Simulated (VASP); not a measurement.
# MgS (Fm-3m) in VASP: notebook, part 2 of 2

VASP 6.6.1.

## Step 3: Vibrations by perturbation theory, PBEsol

This run uses another cell than the first one, of 17.39 Å³/atom.

The input, INCAR:

```
  PREC = Accurate
  ENCUT = 520
  EDIFF = 1E-8
  ISMEAR = 0
  SIGMA = 0.01
  LREAL = F
  LASPH = T
  NELM = 80
  ALGO = Normal
  ISIF = 2
  LWAVE = F
  LCHARG = F
  GGA = PS
  NBANDS = 11
  IBRION = 8
  NSW = 1
```

The input, KPOINTS:

```
regular mesh
0
Gamma
  8 8 8
```

The input, POSCAR:

```
MgS
1.0
    0.0000000000      2.5909610342      2.5909610342
    2.5909610342      0.0000000000      2.5909610342
    2.5909610342      2.5909610342      0.0000000000
Mg S
1 1
Direct
    0.0000000000      0.0000000000      0.0000000000
    0.5000000000      0.5000000000      0.5000000000
```

Potentials or basis: VASP PAW PBE potentials, release 64 (Mg, S).

Started as:

```bash
> cat potpaw_PBE.64/Mg/POTCAR potpaw_PBE.64/S/POTCAR > POTCAR
> mpirun -np 1 vasp_std > vasp.out
```

OUTCAR:

```text
PREC = Accurate
   ENCUT = 520
   EDIFF = 1E-8
   ISMEAR = 0
   LREAL = F
   LASPH = T
   NELM = 80
   ISIF = 2
   GGA = PS
   IBRION = 8
   NSW = 1

 ion  position               nearest neighbor table
   1  0.000  0.000  0.000-   2 2.59   2 2.59   2 2.59   2 2.59   2 2.59   2 2.59
   2  0.500  0.500  0.500-   1 2.59   1 2.59   1 2.59   1 2.59   1 2.59   1 2.59

  LATTYP: Found a face centered cubic cell.
 ALAT       =     5.1819220684

  Lattice vectors:

 A1 = (   0.0000000000,   2.5909610342,   2.5909610342)
 A2 = (   2.5909610342,   0.0000000000,   2.5909610342)
 A3 = (   2.5909610342,   2.5909610342,   0.0000000000)

Analysis of symmetry for initial positions (statically):
=====================================================================
 Subroutine PRICEL returns:
 Original cell was already a primitive cell.

 Routine SETGRP: Setting up the symmetry group for a
 face centered cubic supercell.

 Subroutine GETGRP returns: Found 48 space group operations
 (whereof 48 operations were pure point group operations)
 out of a pool of 48 trial point group operations.

The static configuration has the point symmetry O_h .

Analysis of symmetry for dynamics (positions and initial velocities):
=====================================================================
 Subroutine PRICEL returns:
 Original cell was already a primitive cell.

 Routine SETGRP: Setting up the symmetry group for a
 face centered cubic supercell.

 Subroutine GETGRP returns: Found 48 space group operations
 (whereof 48 operations were pure point group operations)
 out of a pool of 48 trial point group operations.

The dynamic configuration has the point symmetry O_h .

 Subroutine INISYM returns: Found 48 space group operations
 (whereof 48 operations are pure point group operations),
 and found     1 'primitive' translations

----------------------------------------------------------------------------------------

                                     Primitive cell

  volume of cell :      34.7867

  direct lattice vectors                    reciprocal lattice vectors
     0.000000000  2.590961034  2.590961034    -0.192978587  0.192978587  0.192978587
     2.590961034  0.000000000  2.590961034     0.192978587 -0.192978587  0.192978587
     2.590961034  2.590961034  0.000000000     0.192978587  0.192978587 -0.192978587

  length of vectors
     3.664172234  3.664172234  3.664172234     0.334248718  0.334248718  0.334248718

  position of ions in fractional coordinates (direct lattice)
     0.000000000  0.000000000  0.000000000
     0.500000000  0.500000000  0.500000000

  ion indices of the primitive-cell ions
   primitive index   ion index
                 1           1
                 2           2

----------------------------------------------------------------------------------------
[... 449 lines left out ...]
 k-point    24 :      -0.3750    0.2500    0.1250
  band No.  band energies     occupation
      1      -7.4060      2.00000
      2      -0.6404      2.00000
      3       1.5714      2.00000
      4       2.5941      2.00000
      5       9.3188      0.00000
      6       9.8014      0.00000
      7      12.1718      0.00000
      8      13.1771      0.00000
      9      16.0020      0.00000
     10      17.1060      0.00000
     11      19.2798      0.00000

 [... further k-points ...]

------------------------ aborting loop because EDIFF is reached ----------------------------------------

  FORCE on cell =-STRESS in cart. coord.  units (eV):
  Direction    XX          YY          ZZ          XY          YZ          ZX
  --------------------------------------------------------------------------------------
  -------------------------------------------------------------------------------------
  Total       -0.0415379     -0.0415379     -0.0415379     -0.0000000     -0.0000000      0.0000000
  in kB       -1.9131203     -1.9131203     -1.9131203     -0.0000000     -0.0000000      0.0000000
  external PRESSURE =      -1.9131203 kB  Pullay stress =       0.0000000 kB

 VOLUME and BASIS-vectors are now :
 -----------------------------------------------------------------------------
  energy-cutoff  :      520.00
  volume of cell :       34.79
      direct lattice vectors                 reciprocal lattice vectors
     0.000000000  2.590961034  2.590961034    -0.192978587  0.192978587  0.192978587
     2.590961034  0.000000000  2.590961034     0.192978587 -0.192978587  0.192978587
     2.590961034  2.590961034  0.000000000     0.192978587  0.192978587 -0.192978587

 POSITION                                       TOTAL-FORCE (eV/Angst)
 -----------------------------------------------------------------------------------
      0.00000      0.00000      0.00000         0.000000      0.000000      0.000000
      2.59096      2.59096      2.59096        -0.000000     -0.000000     -0.000000
 -----------------------------------------------------------------------------------
    total drift:                                0.000000      0.000000      0.000000

  FREE ENERGIE OF THE ION-ELECTRON SYSTEM (eV)
  ---------------------------------------------------
  free  energy   TOTEN  =        -9.0750585489 eV

  energy  without entropy=       -9.0750585489  energy(sigma->0) =       -9.07505855

[... ionic steps 2 to 3 ...]

--------------------------------------- Ionic step        4  -------------------------------------------

------------------------ aborting loop because EDIFF is reached ----------------------------------------

[... ionic steps 5 to 6 ...]

--------------------------------------- Ionic step        7  -------------------------------------------

 Free energy of the ion-electron system (eV)
  ---------------------------------------------------
  ---------------------------------------------------
  free energy    TOTEN  =        -0.10609436 eV

  energy without entropy =       -0.10609436

------------------------ aborting loop because EDIFF is reached ----------------------------------------

 INTERNAL STRAIN TENSOR  FOR ION    2  DIRECTION 1   (eV/Angst):
 -----------------------------------------------------------------------------
    -0.01298 -0.00000  0.00000
    -0.00000  0.01569  0.00000
     0.00000  0.00000  0.01569

 INTERNAL STRAIN TENSOR FOR ION    2 for displacements in x,y,z  (eV/Angst):
          X           Y           Z          XY          YZ          ZX
  --------------------------------------------------------------------------------
  x     0.00000     0.00000     0.00000     0.00000     0.00000     0.00000
  y     0.00000     0.00000     0.00000     0.00000     0.00000     0.00000
  z     0.00000     0.00000     0.00000     0.00000     0.00000     0.00000

 SECOND DERIVATIVES (NOT SYMMETRIZED)
 ------------------------------------
               1X          1Y          1Z          2X          2Y          2Z
  1X    -2.998973    0.000000    0.000000    2.998973    0.000000    0.000000
  1Y     0.000000   -2.998973    0.000000    0.000000    2.998973    0.000000
  1Z     0.000000    0.000000   -2.998973    0.000000    0.000000    2.998973
  2X     2.998426    0.000000    0.000000   -2.998426    0.000000    0.000000
  2Y     0.000000    2.998426    0.000000    0.000000   -2.998426    0.000000
  2Z     0.000000    0.000000    2.998426    0.000000    0.000000   -2.998426

 Eigenvectors and eigenvalues of the dynamical matrix
 ----------------------------------------------------

   1 f  =    7.280775 THz    45.746457 2PiTHz  242.860507 cm-1    30.110852 meV
             X         Y         Z           dx          dy          dz
      0.000000  0.000000  0.000000    -0.754244   -0.000000    0.000000
      2.590961  2.590961  2.590961     0.656595    0.000000    0.000000
[... 21 lines left out ...]
   6 f/i=    0.000329 THz     0.002069 2PiTHz    0.010986 cm-1     0.001362 meV
             X         Y         Z           dx          dy          dz
      0.000000  0.000000  0.000000    -0.031153   -0.116691   -0.645391
      2.590961  2.590961  2.590961    -0.035786   -0.134046   -0.741373

--------------------------------------------------------------------------------------------------------

 ELASTIC MODULI CONTR FROM IONIC RELAXATION (kBar)
 Direction    XX          YY          ZZ          XY          YZ          ZX
 --------------------------------------------------------------------------------
 XX           0.0000      0.0000      0.0000      0.0000      0.0000      0.0000
 YY           0.0000      0.0000      0.0000      0.0000      0.0000      0.0000
 ZZ           0.0000      0.0000      0.0000      0.0000      0.0000      0.0000
 XY           0.0000      0.0000      0.0000      0.0000      0.0000      0.0000
 YZ           0.0000      0.0000      0.0000      0.0000      0.0000      0.0000
 ZX           0.0000      0.0000      0.0000      0.0000      0.0000      0.0000
 --------------------------------------------------------------------------------
```

stdout:

```text
POSCAR found type information on POSCAR MgS
 POSCAR found :  2 types and       2 ions
 scaLAPACK will be used
 -----------------------------------------------------------------------------
|                                                                             |
|                                                                             |
|     You enforced a specific xc type in the INCAR file but a different       |
|     I HOPE YOU KNOW WHAT YOU ARE DOING!                                     |
|                                                                             |
 -----------------------------------------------------------------------------

 LDA part: xc-table for (Slater+PW92), standard interpolation
 POSCAR, INCAR and KPOINTS ok, starting setup
 FFT: planning ... GRIDC
 FFT: planning ... GRID_SOFT
 FFT: planning ... GRID
 WAVECAR not read
 entering main loop
 Linear response reoptimize wavefunctions to high precision
 Linear response DOF=           2
 Linear response progress:
 first order change of Fermi-energy  -0.36170E-04
 force on displaced ion       1 direction 1 :  -2.999   0.000   0.000
 Linear response progress:
 first order change of Fermi-energy   0.11784E-02
 force on displaced ion       2 direction 1 :  -2.998   0.000   0.000
 Linear response finished
```

It took 2.8 min on 1 thread of Intel Xeon 8259CL, shared host; peak memory 0.21 GiB.

What came out:

```
Highest phonon frequency at Γ, LO-TO splitting left out : 243 cm⁻¹
```

Phonon frequencies in cm⁻¹ (negative: imaginary):
| q point | frequencies |
| --- | --- |
| (0.000, 0.000, 0.000) | 0 0 0 243 243 243 |

Caveat: the PAW data sets were made with another functional, which shifts forces and pressure a little.

## Step 4: Vibrations by perturbation theory, PBEsol

This run uses another cell than the first one, of 17.39 Å³/atom.

The input, INCAR:

```
PREC = Accurate
ENCUT = 520
EDIFF = 1E-8
ISMEAR = 0
SIGMA = 0.01
LREAL = False
LASPH = True
NELM = 100
ALGO = Normal
ISIF = 2
LWAVE = False
LCHARG = False
GGA = PS
IBRION = 8
NSW = 1
LEPSILON = True
```

The input, KPOINTS:

```
Automatic mesh
0
Gamma
  8 8 8
```

POSCAR is that of step 3.

Potentials or basis: VASP PAW PBE potentials, release 64 (Mg, S).

Started as:

```bash
> cat potpaw_PBE.64/Mg/POTCAR potpaw_PBE.64/S/POTCAR > POTCAR
> mpirun -np 1 vasp_std > vasp.out
```

OUTCAR:

```text
PREC = Accurate
   ENCUT = 520
   EDIFF = 1E-8
   ISMEAR = 0
   LREAL = False
   LASPH = True
   NELM = 100
   ISIF = 2
   GGA = PS
   IBRION = 8
   NSW = 1
   LEPSILON = True

 ion  position               nearest neighbor table
   1  0.000  0.000  0.000-   2 2.59   2 2.59   2 2.59   2 2.59   2 2.59   2 2.59
   2  0.500  0.500  0.500-   1 2.59   1 2.59   1 2.59   1 2.59   1 2.59   1 2.59

  LATTYP: Found a face centered cubic cell.
 ALAT       =     5.1819220684

  Lattice vectors:

 A1 = (   0.0000000000,   2.5909610342,   2.5909610342)
 A2 = (   2.5909610342,   0.0000000000,   2.5909610342)
 A3 = (   2.5909610342,   2.5909610342,   0.0000000000)

Analysis of symmetry for initial positions (statically):
=====================================================================
 Subroutine PRICEL returns:
 Original cell was already a primitive cell.

 Routine SETGRP: Setting up the symmetry group for a
 face centered cubic supercell.

 Subroutine GETGRP returns: Found 48 space group operations
 (whereof 48 operations were pure point group operations)
 out of a pool of 48 trial point group operations.

The static configuration has the point symmetry O_h .

Analysis of symmetry for dynamics (positions and initial velocities):
=====================================================================
 Subroutine PRICEL returns:
 Original cell was already a primitive cell.

 Routine SETGRP: Setting up the symmetry group for a
 face centered cubic supercell.

[... 521 lines left out ...]

 PIEZOELECTRIC TENSOR (including local field effects)  for field in x, y, z        (C/m^2)
          XX          YY          ZZ          XY          YZ          ZX
  --------------------------------------------------------------------------------
  x     0.00000     0.00000     0.00000     0.00000     0.00000     0.00000
  y     0.00000     0.00000     0.00000     0.00000     0.00000     0.00000
  z     0.00000     0.00000     0.00000     0.00000     0.00000     0.00000

 BORN EFFECTIVE CHARGES (including local field effects) (in |e|, cummulative output)
 ---------------------------------------------------------------------------------
 ion    1
    1     2.30940     0.00000    -0.00000
    2    -0.00000     2.30940     0.00000
    3     0.00000     0.00000     2.30940
 ion    2
    1    -2.30940    -0.00000     0.00000
    2     0.00000    -2.30940    -0.00000
    3    -0.00000    -0.00000    -2.30940

 INTERNAL STRAIN TENSOR FOR ION    2 for displacements in x,y,z  (eV/Angst):
          X           Y           Z          XY          YZ          ZX
  --------------------------------------------------------------------------------
  x     0.00000     0.00000     0.00000     0.00000     0.00000     0.00000
  y     0.00000     0.00000     0.00000     0.00000     0.00000     0.00000
  z     0.00000     0.00000     0.00000     0.00000     0.00000     0.00000

 SECOND DERIVATIVES (NOT SYMMETRIZED)
 ------------------------------------
               1X          1Y          1Z          2X          2Y          2Z
  1X    -3.002049    0.000000    0.000000    3.002049    0.000000    0.000000
  1Y     0.000000   -3.002049    0.000000    0.000000    3.002049    0.000000
  1Z     0.000000    0.000000   -3.002049    0.000000    0.000000    3.002049
  2X     2.998506    0.000000    0.000000   -2.998506    0.000000    0.000000
  2Y     0.000000    2.998506    0.000000    0.000000   -2.998506    0.000000
  2Z     0.000000    0.000000    2.998506    0.000000    0.000000   -2.998506

 Eigenvectors and eigenvalues of the dynamical matrix
 ----------------------------------------------------

   1 f  =    7.282941 THz    45.760065 2PiTHz  242.932749 cm-1    30.119809 meV
             X         Y         Z           dx          dy          dz
      0.000000  0.000000  0.000000     0.000000    0.754406    0.000000
      2.590961  2.590961  2.590961    -0.000000   -0.656408    0.000000
[... 21 lines left out ...]
   6 f/i=    0.002129 THz     0.013378 2PiTHz    0.071023 cm-1     0.008806 meV
             X         Y         Z           dx          dy          dz
      0.000000  0.000000  0.000000     0.518246   -0.231945   -0.329386
      2.590961  2.590961  2.590961     0.595616   -0.266573   -0.378561

--------------------------------------------------------------------------------------------------------

 MACROSCOPIC STATIC DIELECTRIC TENSOR IONIC CONTRIBUTION
 ------------------------------------------------------
           9.246751    -0.000000    -0.000000
          -0.000000     9.246751     0.000000
          -0.000000     0.000000     9.246751
 ------------------------------------------------------

 ELASTIC MODULI CONTR FROM IONIC RELAXATION (kBar)
 Direction    XX          YY          ZZ          XY          YZ          ZX
 --------------------------------------------------------------------------------
 XX           0.0000      0.0000      0.0000      0.0000      0.0000      0.0000
 YY           0.0000      0.0000      0.0000      0.0000      0.0000      0.0000
 ZZ           0.0000      0.0000      0.0000      0.0000      0.0000      0.0000
 XY           0.0000      0.0000      0.0000      0.0000      0.0000      0.0000
 YZ           0.0000      0.0000      0.0000      0.0000      0.0000      0.0000
 ZX           0.0000      0.0000      0.0000      0.0000      0.0000      0.0000
 --------------------------------------------------------------------------------

 PIEZOELECTRIC TENSOR IONIC CONTR  for field in x, y, z        (C/m^2)
          XX          YY          ZZ          XY          YZ          ZX
  --------------------------------------------------------------------------------
  x     0.00000     0.00000     0.00000     0.00000     0.00000     0.00000
  y     0.00000     0.00000     0.00000     0.00000     0.00000     0.00000
  z     0.00000     0.00000     0.00000     0.00000     0.00000     0.00000
```

OSZICAR:

```text
N       E                     dE             d eps       ncg     rms          rms(c)
DAV:   1     0.239873878248E+02    0.23987E+02   -0.37651E+03   472   0.826E+02
DAV:   2    -0.828527768436E+01   -0.32273E+02   -0.30598E+02   576   0.108E+02
DAV:   3    -0.943693092874E+01   -0.11517E+01   -0.11517E+01   624   0.281E+01
DAV:   4    -0.944168546316E+01   -0.47545E-02   -0.47545E-02   664   0.197E+00
[... 160 lines left out ...]
RMM:   9    -0.106094462317E+00    0.13790E-05   -0.24806E-09  1578   0.207E-04    0.164E-04
RMM:  10    -0.106094421512E+00    0.40805E-07   -0.47463E-08  1694   0.400E-05    0.820E-06
RMM:  11    -0.106094337261E+00    0.84252E-07   -0.65442E-08  1548   0.145E-05    0.608E-06
RMM:  12    -0.106094351372E+00   -0.14112E-07   -0.22503E-08  1564   0.700E-06    0.576E-07
RMM:  13    -0.106094355933E+00   -0.45611E-08   -0.12687E-08  1082   0.396E-06    0.406E-07
 Linear response finished
```

Wall time 5.7 min (1 thread of Intel Xeon 8259CL, shared host); peak memory 0.21 GiB.

Results:

- Electronic dielectric tensor (diagonal): 5.52
- Born charges (mean of the diagonal): Mg +2.31; S -2.31 e
- Highest phonon frequency at Γ, LO-TO splitting left out: 243 cm⁻¹

Phonon frequencies in cm⁻¹ (negative: imaginary):
| q point | frequencies |
| --- | --- |
| (0.000, 0.000, 0.000) | 0 0 0 243 243 243 |

Electronic dielectric tensor:
```
5.52 0.00 0.00
0.00 5.52 0.00
0.00 0.00 5.52
```

Born effective charge tensors (e):
atom 1, Mg
```
2.31 0.00 0.00
0.00 2.31 0.00
0.00 0.00 2.31
```
atom 2, S
```
-2.31  0.00  0.00
 0.00 -2.31  0.00
 0.00  0.00 -2.31
```

Caveat: the PAW data sets were made with another functional, which shifts forces and pressure a little.
